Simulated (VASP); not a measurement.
# C (Fmmm) in VASP: notebook

C is run at these levels: PBE+D3(BJ); tasks: single point.

Everything below comes from runs of VASP 6.6.1. Logs are shortened: lines on timing, memory, paths and dates and some standing lists are left out, and cuts for length are marked.

## (1) The cell of the first run

The structure is orthorhombic, space group Fmmm (No. 69). Conventional cell: a = 2.647 Å, b = 3.998 Å, c = 7.297 Å, α = 90.00°, β = 90.00°, γ = 90.00°. C (site symmetry m2m) has 3 C at 1.33 to 1.48 Å within 1.8 Å.

## (2) Single point, PBE+D3(BJ) (9.66 Å³/atom)

File INCAR:

```
ALGO = Normal
EDIFF = 1E-6
ENCUT = 520
GGA = PE
ISIF = 2
ISMEAR = 0
IVDW = 12
LASPH = T
LCHARG = F
LREAL = F
LWAVE = F
NBANDS = 11
NELM = 60
PREC = Accurate
SIGMA = 0.03
```

File KPOINTS:

```
k-points
0
Gamma
  18 18 18
```

File POSCAR:

```
C
1.0
    0.0000000000      1.9991241255      3.6485250398
    1.3237171229      0.0000000000      3.6485250398
    1.3237171229      1.9991241255      0.0000000000
C
2
Direct
    0.1666966007      0.8333033993      0.1666966007
    0.8333033993      0.1666966007      0.8333033993
```

Potentials or basis: VASP PAW PBE potentials, release 64 (C).

Started as:

```
> cat potpaw_PBE.64/C/POTCAR > POTCAR
> mpirun -np 1 vasp_std > vasp.out
```

OUTCAR:

```text
EDIFF = 1E-6
   ENCUT = 520
   GGA = PE
   ISIF = 2
   ISMEAR = 0
   IVDW = 12
   LASPH = T
   LREAL = F
   NELM = 60
   PREC = Accurate
 IVDW          = 12

 ion  position               nearest neighbor table
   1  0.167  0.833  0.167-   2 1.33   2 1.48   2 1.48
   2  0.833  0.167  0.833-   1 1.33   1 1.48   1 1.48

  LATTYP: Found a face centered orthorhombic cell.
 ALAT       =     2.6474342458
 B/A-ratio  =     1.5102351484
 C/A-ratio  =     2.7562724518

  Lattice vectors:

 A1 = (   0.0000000000,   1.9991241255,   3.6485250398)
 A2 = (   1.3237171229,   0.0000000000,   3.6485250398)
 A3 = (   1.3237171229,   1.9991241255,   0.0000000000)

Analysis of symmetry for initial positions (statically):
=====================================================================
 Subroutine PRICEL returns:
 Original cell was already a primitive cell.

 Routine SETGRP: Setting up the symmetry group for a
 face centered orthorhombic supercell.

 Subroutine GETGRP returns: Found  8 space group operations
 (whereof  8 operations were pure point group operations)
 out of a pool of  8 trial point group operations.

The static configuration has the point symmetry D_2h.

Analysis of symmetry for dynamics (positions and initial velocities):
=====================================================================
 Subroutine PRICEL returns:
 Original cell was already a primitive cell.

 Routine SETGRP: Setting up the symmetry group for a
 face centered orthorhombic supercell.

 Subroutine GETGRP returns: Found  8 space group operations
 (whereof  8 operations were pure point group operations)
 out of a pool of  8 trial point group operations.

The dynamic configuration has the point symmetry D_2h.

 Subroutine INISYM returns: Found  8 space group operations
 (whereof  8 operations are pure point group operations),
 and found     1 'primitive' translations

----------------------------------------------------------------------------------------

                                     Primitive cell

  volume of cell :      19.3100

  direct lattice vectors                    reciprocal lattice vectors
     0.000000000  1.999124126  3.648525040    -0.377724207  0.250109532  0.137041680
     1.323717123  0.000000000  3.648525040     0.377724207 -0.250109532  0.137041680
     1.323717123  1.999124126  0.000000000     0.377724207  0.250109532 -0.137041680

  length of vectors
     4.160316362  3.881232019  2.397649743     0.473297767  0.473297767  0.473297767

  position of ions in fractional coordinates (direct lattice)
     0.166696601  0.833303399  0.166696601
     0.833303399  0.166696601  0.833303399

  ion indices of the primitive-cell ions
   primitive index   ion index
                 1           1
                 2           2

----------------------------------------------------------------------------------------

 KPOINTS: k-points

Automatic generation of k-mesh.
 Grid dimensions read from file:
 generate k-points for:   18   18   18

 Generating k-lattice:

  Cartesian coordinates                     Fractional coordinates (reciprocal lattice)
    -0.020984678  0.013894974  0.007613427     0.055555556  0.000000000  0.000000000
     0.020984678 -0.013894974  0.007613427     0.000000000  0.055555556  0.000000000
     0.020984678  0.013894974 -0.007613427    -0.000000000 -0.000000000  0.055555556

  Length of vectors
     0.026294320  0.026294320  0.026294320

  Shift w.r.t. Gamma in fractional coordinates (k-lattice)
     0.000000000  0.000000000  0.000000000

 Subroutine IBZKPT returns following result:
 ===========================================

 Found    865 irreducible k-points:

 Following reciprocal coordinates:
            Coordinates               Weight
  0.000000  0.000000  0.000000      1.000000
  0.055556  0.000000  0.000000      8.000000
  0.111111  0.000000  0.000000      8.000000
  0.166667  0.000000  0.000000      8.000000
  0.222222 -0.000000 -0.000000      8.000000
  0.277778  0.000000  0.000000      8.000000
[... 16 lines left out ...]
 -0.277778  0.055556  0.000000      8.000000
 -0.222222  0.055556  0.000000      8.000000
 [... further k-points ...]
   k-points           NKPTS =    865   k-points in BZ     NKDIM =    865   number of bands    NBANDS=     11
   number of dos      NEDOS =    301   number of ions     NIONS =      2
   total plane-waves  NPLWV =  17280
   dimension x,y,z NGX =    32 NGY =   30 NGZ =   18
   dimension x,y,z NGXF=    64 NGYF=   60 NGZF=   36
   ions per type =               2
   NGX,Y,Z   is equivalent  to a cutoff of  12.79, 12.85, 12.48 a.u.
   NGXF,Y,Z  is equivalent  to a cutoff of  25.57, 25.70, 24.96 a.u.
 SYSTEM =  unknown system
   PREC   = accura    normal or accurate (medium, high low for compatibility)
   ISTART =      0    job   : 0-new  1-cont  2-samecut
   ICHARG =      2    charge: 1-file 2-atom 10-const
   ISPIN  =      1    spin polarized calculation?
   LNONCOLLINEAR =      F non collinear calculations
   LSORBIT =      F    spin-orbit coupling
   LASPH  =      T    aspherical Exc in radial PAW
   ENCUT  =  520.0 eV  38.22 Ry    6.18 a.u.   7.74  7.22  4.46*2*pi/ulx,y,z
   NELM   =     60;   NELMIN=  2; NELMDL= -5     # of ELM steps
   EDIFF  = 0.1E-05   stopping-criterion for ELM
   LREAL  =      F    real-space projection
   EDIFFG = 0.1E-04   stopping-criterion for IOM
   NSW    =      0    number of steps for IOM
   IBRION =     -1    ionic relax: 0-MD 1-quasi-New 2-CG
   NFREE  =      0    steps in history (QN), initial steepest desc. (CG)
   ISIF   =      2    stress and relaxation
   ISYM   =      2    0-nonsym 1-usesym 2-fastsym
   POTIM  = 0.5000    time-step for ionic-motion
   TEBEG  =    0.0;   TEEND  =   0.0 temperature during run
   PSTRESS=    0.0 pullay stress
   NELECT =       8.0000    total number of electrons
   NUPDOWN=      -1.0000    fix difference up-down
   EMIN   =  10.00;   EMAX   =-10.00  energy-range for DOS
   EFERMI =   0.00;   METHOD = LEGACY
   ISMEAR =     0;   SIGMA  =   0.03  broadening in eV -4-tet -1-fermi 0-gaus
   EFERMI_NEDOS =   21; number of points for ismear=-14 and -15
   IALGO  =     38    algorithm
   IMIX   =      4    mixing-type and parameters
     AMIX     =   0.40;   BMIX     =  1.00
     AMIX_MAG =   1.60;   BMIX_MAG =  1.00
  volume/ion in A,a.u.               =       9.66        65.16
  Fermi-wavevector in a.u.,A,eV,Ry     =   1.220424  2.306267 20.264990  1.489435
  Thomas-Fermi vector in A             =   2.355642
   LORBIT       =      0    0 simple, 1 ext, 2 COOP (PROOUT), +10 PAW based schemes
   GGA     = PE    functional components
   LHFCALC =     F    Hartree Fock is set to
   AEXX    =    0.0000 exact exchange contribution
   IVDW    =    12    specifies the selected vdW correction
   LEPSILON=     F    determine dielectric tensor
   LRPA    =     F    only Hartree local field effects (RPA)
 non-spin polarized calculation
 Gauss-broadening in eV      SIGMA  =   0.03
  energy-cutoff  :      520.00
  volume of cell :       19.31
 maximum number of plane-waves:       534
   NGX = 15   NGY = 15   NGZ =  9

 number of electron       8.0000000 magnetization

 Free energy of the ion-electron system (eV)
  ---------------------------------------------------
  ext. energy  EPLUGINS =         0.00000000
  ---------------------------------------------------
  free energy    TOTEN  =       -17.97807176 eV

  energy without entropy =      -17.97806968  energy(sigma->0) =      -17.97807072

 E-fermi :   4.2858     XC(G=0):  -9.7293

 val. band max:        4.2446073688   @ k =   0.5000  -0.1111   0.3889
 cond. band min:       4.3367706981   @ k =   0.0000   0.3889   0.3889
 fundamental gap:      0.0921633293
 Fermi energy:         4.2858189851

 k-point     1 :       0.0000    0.0000    0.0000
  band No.  band energies     occupation
      1     -15.6259      2.00000
      2      -2.9828      2.00000
      3       0.9251      2.00000
      4       0.9372      2.00000
      5       7.6936      0.00000
      6      10.8219      0.00000
      7      11.9753      0.00000
      8      15.0684      0.00000
      9      18.5790      0.00000
     10      26.0453      0.00000
     11      27.0531      0.00000

 k-point     2 :       0.0556    0.0000    0.0000
  band No.  band energies     occupation
      1     -15.5567      2.00000
      2      -2.9158      2.00000
      3       0.5803      2.00000
      4       0.8265      2.00000
      5       7.8002      0.00000
      6      11.0783      0.00000
      7      12.2009      0.00000
      8      14.8060      0.00000
      9      18.6077      0.00000
     10      25.7746      0.00000
     11      27.2535      0.00000

 k-point     3 :       0.1111    0.0000    0.0000
  band No.  band energies     occupation
      1     -15.3494      2.00000
      2      -2.7149      2.00000
      3      -0.3488      2.00000
      4       0.5443      2.00000
      5       8.1268      0.00000
      6      11.6889      0.00000
      7      12.8318      0.00000
      8      14.0577      0.00000
      9      18.7559      0.00000
     10      24.9827      0.00000
     11      27.7860      0.00000
[... 267 lines left out ...]
 k-point    23 :      -0.2778    0.0556    0.0000
  band No.  band energies     occupation
      1     -13.2124      2.00000
      2      -5.9317      2.00000
      3      -1.0525      2.00000
      4      -0.4976      2.00000
      5       8.4435      0.00000
      6      11.1375      0.00000
      7      13.1273      0.00000
      8      17.4019      0.00000
      9      20.8306      0.00000
     10      21.9886      0.00000
     11      26.4087      0.00000

 k-point    24 :      -0.2222    0.0556    0.0000
  band No.  band energies     occupation
      1     -13.9366      2.00000
      2      -4.4995      2.00000
      3      -1.1938      2.00000
      4      -0.6953      2.00000
      5       9.7983      0.00000
      6      10.2065      0.00000
      7      13.0630      0.00000
      8      16.1245      0.00000
      9      20.9089      0.00000
     10      21.8591      0.00000
     11      27.2280      0.00000

 [... further k-points ...]

------------------------ aborting loop because EDIFF is reached ----------------------------------------

 Edisp (eV)   -0.27827

 E8    (eV) :    -0.0781

  FORCE on cell =-STRESS in cart. coord.  units (eV):
  Direction    XX          YY          ZZ          XY          YZ          ZX
  --------------------------------------------------------------------------------------
  -------------------------------------------------------------------------------------
  Total      -6.28212     7.47599    -0.19249     0.00000     0.00000     0.00000
  in kB    -521.23588   620.29319   -15.97108     0.00000     0.00000     0.00000
  external pressure =       27.70 kB  Pullay stress =        0.00 kB

 VOLUME and BASIS-vectors are now :
 -----------------------------------------------------------------------------
  energy-cutoff  :      520.00
  volume of cell :       19.31
      direct lattice vectors                 reciprocal lattice vectors
     0.000000000  1.999124126  3.648525040    -0.377724207  0.250109532  0.137041680
     1.323717123  0.000000000  3.648525040     0.377724207 -0.250109532  0.137041680
     1.323717123  1.999124126  0.000000000     0.377724207  0.250109532 -0.137041680

 POSITION                                       TOTAL-FORCE (eV/Angst)
 -----------------------------------------------------------------------------------
      1.32372      0.66649      3.64853         0.000000      2.102543      0.000000
      1.32372      3.33175      3.64853         0.000000     -2.102543      0.000000
 -----------------------------------------------------------------------------------
    total drift:                                0.000000     -0.000000     -0.000000

  FREE ENERGIE OF THE ION-ELECTRON SYSTEM (eV)
  ---------------------------------------------------
  free  energy   TOTEN  =       -18.2563407951 eV

  energy  without entropy=      -18.2563387177  energy(sigma->0) =      -18.25633976
```

It took 58 s on 1 thread of Intel Xeon 6975P-C (Granite Rapids), shared host; peak memory 0.27 GiB.

Results:

- Free energy: -18.2563 eV
- Pressure: 2.8 GPa
- Largest force: 2.103 eV/Å
- Dispersion energy per atom: -0.139 eV

Forces in eV/Å, atoms in the order of the input:
```
C    0.000  2.103  0.000
C    0.000 -2.103  0.000
```

Caveat: forces of over 1 eV/Å act on the atoms, so gaps and moduli don't describe the material at rest.

## (3) Single point, PBE+D3(BJ) (10.01 Å³/atom)

This run uses another cell than the first one, of 10.01 Å³/atom.

File INCAR:

```
SYSTEM = C
PREC     = Accurate       ! precision mode
ENCUT    = 520            ! plane-wave cutoff, eV
EDIFF    = 1E-6           ! SCF threshold, eV
ISMEAR   = 0              ! smearing method
SIGMA    = 0.03           ! smearing width, eV
LREAL    = .False.        ! projectors in reciprocal space
LASPH    = .True.         ! aspherical terms in the spheres
NELM     = 60             ! most SCF steps
ALGO     = Normal         ! electronic algorithm
ISIF     = 2              ! what is computed and relaxed
LWAVE    = .False.        ! write WAVECAR
LCHARG   = .True.         ! write CHGCAR
GGA      = PE             ! functional
IVDW     = 12             ! dispersion correction
LELF     = .True.         ! ELF
LVHAR    = .True.       
NBANDS   = 11             ! bands
```

File KPOINTS:

```
Automatic mesh
0
Gamma
  18 18 18
  0 0 0
```

File POSCAR:

```
C
1.0
    0.0000000000      2.2162504831      3.5286783353
    1.2802356795      0.0000000000      3.5286783353
    1.2802356795      2.2162504831      0.0000000000
C
2
Direct
    0.1666966007      0.8333033993      0.1666966007
    0.8333033993      0.1666966007      0.8333033993
```

Potentials or basis: VASP PAW PBE potentials, release 64 (C).

Started as:

```
> cat potpaw_PBE.64/C/POTCAR > POTCAR
> mpirun -np 1 vasp_std > vasp.out
```

It took 57 s on 1 thread of Intel Xeon 6975P-C (Granite Rapids), shared host; peak memory 0.27 GiB.

The run converged. Its results:

| Quantity | Value |
| --- | --- |
| Free energy | -18.5462 eV |
| Pressure | -25.9 GPa |
| Largest force | 0.005 eV/Å |
| Dispersion energy per atom | -0.142 eV |

Forces in eV/Å, atoms in the order of the input:
```
C    0.000 -0.005  0.000
C    0.000  0.005  0.000
```

Stress tensor (GPa, compression positive):
```
-38.47   0.00   0.00
  0.00 -38.40   0.00
  0.00   0.00  -0.73
```

Caveat: the cell stands under tension.

## (4) Single point, PBE+D3(BJ) (9.30 Å³/atom)

This run uses another cell than the first one, of 9.30 Å³/atom.

File INCAR:

```
PREC     = Accurate       # precision mode
ENCUT    = 520            # plane-wave cutoff, eV
EDIFF    = 1E-7           # SCF threshold, eV
ISMEAR   = 0              # smearing method
SIGMA    = 0.03           # smearing width, eV
LREAL    = F              # projectors in reciprocal space
LASPH    = T              # aspherical terms in the spheres
NELM     = 100            # most SCF steps
ALGO     = Normal         # electronic algorithm
ISIF     = 2              # what is computed and relaxed
LWAVE    = F              # write WAVECAR
LCHARG   = T              # write CHGCAR
GGA      = PE             # functional
IVDW     = 12             # dispersion correction
LELF     = T              # ELF
LVHAR    = T            
NBANDS   = 11             # bands
```

File KPOINTS:

```
Automatic mesh
0
Gamma
  18 18 18
```

File POSCAR:

```
C
1.0
    0.0000000000      2.2974614437      3.3397070384
    1.2116752232      0.0000000000      3.3397070384
    1.2116752232      2.2974614437      0.0000000000
C
2
Direct
    0.1666966007      0.8333033993      0.1666966007
    0.8333033993      0.1666966007      0.8333033993
```

Potentials or basis: VASP PAW PBE potentials, release 64 (C).

Started as:

```
> cat potpaw_PBE.64/C/POTCAR > POTCAR
> mpirun -np 1 vasp_std > vasp.out
```

OUTCAR:

```text
PREC = Accurate
   ENCUT = 520
   EDIFF = 1E-7
   ISMEAR = 0
   LREAL = F
   LASPH = T
   NELM = 100
   ISIF = 2
   GGA = PE
   IVDW = 12
 IVDW          = 12

 ion  position               nearest neighbor table
   1  0.167  0.833  0.167-   2 1.43   2 1.43   2 1.53
   2  0.833  0.167  0.833-   1 1.43   1 1.43   1 1.53

  LATTYP: Found a face centered orthorhombic cell.
 ALAT       =     2.4233504464
 B/A-ratio  =     1.8961033449
 C/A-ratio  =     2.7562724519

  Lattice vectors:
[... 523 lines left out ...]

------------------------ aborting loop because EDIFF is reached ----------------------------------------

 Edisp (eV)   -0.30576

 E8    (eV) :    -0.0868

  FORCE on cell =-STRESS in cart. coord.  units (eV):
  Direction    XX          YY          ZZ          XY          YZ          ZX
  --------------------------------------------------------------------------------------
  -------------------------------------------------------------------------------------
  Total       0.78933    -7.55713     0.13103     0.00000     0.00000     0.00000
  in kB      68.01362  -651.17063    11.29049     0.00000     0.00000     0.00000
  external pressure =     -190.62 kB  Pullay stress =        0.00 kB

 VOLUME and BASIS-vectors are now :
 -----------------------------------------------------------------------------
  energy-cutoff  :      520.00
  volume of cell :       18.59
      direct lattice vectors                 reciprocal lattice vectors
     0.000000000  2.297461444  3.339707038    -0.412651831  0.217631509  0.149713731
     1.211675223  0.000000000  3.339707038     0.412651831 -0.217631509  0.149713731
     1.211675223  2.297461444  0.000000000     0.412651831  0.217631509 -0.149713731

 POSITION                                       TOTAL-FORCE (eV/Angst)
 -----------------------------------------------------------------------------------
      1.21168      0.76596      3.33971         0.000000     -0.197320      0.000000
      1.21168      3.82896      3.33971         0.000000      0.197320      0.000000
 -----------------------------------------------------------------------------------
    total drift:                                0.000000      0.000000     -0.000000

  FREE ENERGIE OF THE ION-ELECTRON SYSTEM (eV)
  ---------------------------------------------------
  free  energy   TOTEN  =       -18.4362198995 eV

  energy  without entropy=      -18.4362168460  energy(sigma->0) =      -18.43621837
```

stdout:

```text
POSCAR found type information on POSCAR C
 POSCAR found :  1 types and       2 ions
 scaLAPACK will be used
 LDA part: xc-table for (Slater+PW92), standard interpolation
 POSCAR, INCAR and KPOINTS ok, starting setup
 FFT: planning ... GRIDC
 FFT: planning ... GRID_SOFT
 FFT: planning ... GRID
 WAVECAR not read
 entering main loop
```

Run time: 5.9 min. Hardware: 1 thread of Intel Xeon 8259CL, shared host; peak memory 0.27 GiB.

Results:

| Quantity | Value |
| --- | --- |
| Free energy | -18.4362 eV |
| Pressure | -19.1 GPa |
| Largest force | 0.197 eV/Å |
| Dispersion energy per atom | -0.153 eV |

Forces in eV/Å, atoms in the order of the input:
```
C    0.000 -0.197  0.000
C    0.000  0.197  0.000
```

Stress tensor (GPa, compression positive):
```
  6.80   0.00   0.00
  0.00 -65.12   0.00
  0.00   0.00   1.13
```

Caveat: the cell stands under tension.

[end of part 1 of 2]
